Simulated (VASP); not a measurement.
# Hg (P6/mmm) in VASP: notebook, part 2 of 2

VASP 6.6.1. Earlier steps stand in the parts before.

## Step 5: Single point, PBE

This run uses another cell than the first one, of 17.68 Å³/atom.

Contents of INCAR:

```
ALGO = Normal
EDIFF = 1E-6
ENCUT = 550
GGA = PE
GGA_COMPAT = False
ISIF = 2
ISMEAR = -1
LASPH = True
LCHARG = False
LREAL = False
LWAVE = False
NBANDS = 37
NELM = 120
PREC = Accurate
SIGMA = 0.05
```

Contents of KPOINTS:

```
k-points
0
Gamma
  7 7 10
```

Contents of POSCAR:

```
Hg
1.0
    4.7303210081      0.0000000000      0.0000000000
   -2.3651605040      4.0965781611      0.0000000000
    0.0000000000      0.0000000000      2.7376047657
Hg
3
Direct
    0.0000000000      0.0000000000      0.0000000000
    0.3333333333      0.6666666667      0.5000000000
    0.6666666667      0.3333333333      0.5000000000
```

Potentials or basis: VASP PAW PBE potentials, release 64 (Hg_sv_GW).

Launch:

```console
$ cat potpaw_PBE.64/Hg_sv_GW/POTCAR > POTCAR
$ mpirun -np 1 vasp_std > vasp.out
```

OUTCAR:

```text
EDIFF = 1E-6
   ENCUT = 550
   GGA = PE
   ISIF = 2
   ISMEAR = -1
   LASPH = True
   LREAL = False
   NELM = 120
   PREC = Accurate

 ion  position               nearest neighbor table
   1  0.000  0.000  0.000-   2 3.05   3 3.05   2 3.05   3 3.05   3 3.05   3 3.05   2 3.05   2 3.05
                             3 3.05   3 3.05   2 3.05   2 3.05
   2  0.333  0.667  0.500-   3 2.73   3 2.73   3 2.73   1 3.05   1 3.05   1 3.05   1 3.05   1 3.05
                             1 3.05
   3  0.667  0.333  0.500-   2 2.73   2 2.73   2 2.73   1 3.05   1 3.05   1 3.05   1 3.05   1 3.05
                             1 3.05

  LATTYP: Found a hexagonal cell.
 ALAT       =     4.7303210081
 C/A-ratio  =     0.5787355152

  Lattice vectors:

 A1 = (   4.7303210081,   0.0000000000,   0.0000000000)
 A2 = (  -2.3651605040,   4.0965781611,   0.0000000000)
 A3 = (   0.0000000000,   0.0000000000,   2.7376047657)

Analysis of symmetry for initial positions (statically):
=====================================================================
 Subroutine PRICEL returns:
 Original cell was already a primitive cell.

 Routine SETGRP: Setting up the symmetry group for a
 hexagonal supercell.

 Subroutine GETGRP returns: Found 24 space group operations
 (whereof 24 operations were pure point group operations)
 out of a pool of 24 trial point group operations.

The static configuration has the point symmetry D_6h.

Analysis of symmetry for dynamics (positions and initial velocities):
=====================================================================
 Subroutine PRICEL returns:
 Original cell was already a primitive cell.

 Routine SETGRP: Setting up the symmetry group for a
 hexagonal supercell.

 Subroutine GETGRP returns: Found 24 space group operations
 (whereof 24 operations were pure point group operations)
 out of a pool of 24 trial point group operations.

The dynamic configuration has the point symmetry D_6h.

[... 115 lines left out ...]
   ISMEAR =    -1;   SIGMA  =   0.05  broadening in eV -4-tet -1-fermi 0-gaus
   EFERMI_NEDOS =   21; number of points for ismear=-14 and -15
   IALGO  =     38    algorithm
   IMIX   =      4    mixing-type and parameters
     AMIX     =   0.40;   BMIX     =  1.00
     AMIX_MAG =   1.60;   BMIX_MAG =  1.00
  volume/ion in A,a.u.               =      17.68       119.33
  Fermi-wavevector in a.u.,A,eV,Ry     =   1.705681  3.223269 39.584060  2.909346
  Thomas-Fermi vector in A             =   2.784856
   LORBIT       =      0    0 simple, 1 ext, 2 COOP (PROOUT), +10 PAW based schemes
   GGA     = PE    functional components
   LHFCALC =     F    Hartree Fock is set to
   AEXX    =    0.0000 exact exchange contribution
   IVDW    =     0    specifies the selected vdW correction
   LEPSILON=     F    determine dielectric tensor
   LRPA    =     F    only Hartree local field effects (RPA)
 non-spin polarized calculation
  energy-cutoff  :      550.00
  volume of cell :       53.05
 maximum number of plane-waves:      1578
   NGX = 19   NGY = 19   NGZ = 11

 number of electron      59.9999974 magnetization

 Free energy of the ion-electron system (eV)
  ---------------------------------------------------
  ext. energy  EPLUGINS =         0.00000000
  ---------------------------------------------------
  free energy    TOTEN  =         1.73009974 eV

  energy without entropy =        1.73784248  energy(sigma->0) =        1.73397111

 E-fermi :  10.1590     XC(G=0): -13.1230

 val. band max:       10.0205434617   @ k =   0.0000   0.0000   0.1000
 cond. band min:      10.1804939117   @ k =   0.4286   0.0000   0.5000
 fundamental gap:      0.1599504500
 Fermi energy:        10.1590049758

 k-point     1 :       0.0000    0.0000    0.0000
  band No.  band energies     occupation
      1    -105.9487      2.00000
      2    -105.9396      2.00000
      3    -105.8312      2.00000
      4     -54.3573      2.00000
      5     -54.3573      2.00000
      6     -54.2603      2.00000
[... 949 lines left out ...]
     36      19.8916      0.00000
     37      21.7577      0.00000

 [... further k-points ...]

------------------------ aborting loop because EDIFF is reached ----------------------------------------

  FORCE on cell =-STRESS in cart. coord.  units (eV):
  Direction    XX          YY          ZZ          XY          YZ          ZX
  --------------------------------------------------------------------------------------
  -------------------------------------------------------------------------------------
  Total       13.5570512     13.5570512     13.6448767      0.0000000      0.0000000     -0.0000000
  in kB      409.4427745    409.4427745    412.0952341      0.0000000      0.0000000     -0.0000000
  external PRESSURE =     410.3269277 kB  Pullay stress =       0.0000000 kB

 VOLUME and BASIS-vectors are now :
 -----------------------------------------------------------------------------
  energy-cutoff  :      550.00
  volume of cell :       53.05
      direct lattice vectors                 reciprocal lattice vectors
     4.730321008  0.000000000  0.000000000     0.211402143  0.122053084  0.000000000
    -2.365160504  4.096578161  0.000000000     0.000000000  0.244106169  0.000000000
     0.000000000  0.000000000  2.737604766     0.000000000  0.000000000  0.365282824

 POSITION                                       TOTAL-FORCE (eV/Angst)
 -----------------------------------------------------------------------------------
      0.00000      0.00000      0.00000        -0.000000      0.000000      0.000000
     -0.00000      2.73105      1.36880        -0.000000      0.000000     -0.000000
      2.36516      1.36553      1.36880         0.000000     -0.000000      0.000000
 -----------------------------------------------------------------------------------
    total drift:                                0.000000      0.000000     -0.000000

  FREE ENERGIE OF THE ION-ELECTRON SYSTEM (eV)
  ---------------------------------------------------
  free  energy   TOTEN  =         1.7300997362 eV

  energy  without entropy=        1.7378424835  energy(sigma->0) =        1.73397111
```

OSZICAR:

```text
N       E                     dE             d eps       ncg     rms          rms(c)
DAV:   1     0.158221030296E+04    0.15822E+04   -0.36758E+04  3672   0.253E+03
DAV:   2     0.159752889299E+03   -0.14225E+04   -0.13692E+04  3552   0.105E+03
DAV:   3     0.896174071745E+01   -0.15079E+03   -0.14746E+03  5419   0.346E+02
DAV:   4     0.208988493472E+01   -0.68719E+01   -0.68489E+01  4780   0.101E+02
DAV:   5     0.157200875672E+01   -0.51788E+00   -0.51782E+00  5358   0.220E+01    0.682E+01
DAV:   6     0.172107661558E+01    0.14907E+00   -0.44395E-01  5330   0.954E+00    0.404E+01
DAV:   7     0.172661868885E+01    0.55421E-02   -0.10950E-01  5469   0.342E+00    0.138E+00
DAV:   8     0.173015032177E+01    0.35316E-02   -0.21071E-02  5160   0.228E+00    0.245E-01
DAV:   9     0.173010136986E+01   -0.48952E-04   -0.45175E-04  4613   0.245E-01    0.560E-02
DAV:  10     0.173010043956E+01   -0.93029E-06   -0.26192E-05  5161   0.767E-02    0.173E-02
DAV:  11     0.173009973619E+01   -0.70337E-06   -0.18787E-06  2889   0.232E-02
   1 F= 0.17300997E+01 E0= 0.17339711E+01  d E =-.774275E-02
```

Run time: 50 s. Hardware: 1 thread of AMD EPYC 9R45 (Zen 5), shared host; peak memory 0.21 GiB.

What came out:

- Free energy: 1.7301 eV
- Pressure: 41.0 GPa
- Band gap on the k mesh: zero (bands 30 and 31 overlap by 4.60 eV)

Caveat: the cell stands under pressure; spin-orbit coupling is left out, which moves the levels of the heavy elements.

The gap in the log of VASP goes by the Fermi energy; the results here count the filled bands.